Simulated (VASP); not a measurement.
Here is a VASP 6.6.1 calculation.

File INCAR:

```
PREC = Accurate ; ENCUT = 520
EDIFF = 1E-7 ; ISMEAR = 1
SIGMA = 0.2 ; LREAL = F
LASPH = T ; NELM = 80
ALGO = Normal ; ISIF = 2
LWAVE = F ; LCHARG = F
GGA = PE ; NBANDS = 14
```

File KPOINTS:

```
regular mesh
0
Gamma
  14 14 14
```

POSCAR

```
Rh
1.0
    0.0000000000      1.9160595532      1.9160595532
    1.9160595532      0.0000000000      1.9160595532
    1.9160595532      1.9160595532      0.0000000000
Rh
1
Direct
    0.0000000000      0.0000000000      0.0000000000
```

Potentials or basis: VASP PAW PBE potentials, release 64 (Rh_pv).

The run is started by

```sh
$ cat potpaw_PBE.64/Rh_pv/POTCAR > POTCAR
$ mpirun -np 1 vasp_std > vasp.out
```

Question: Estimate the pressure.

Answer: -0.4 GPa.
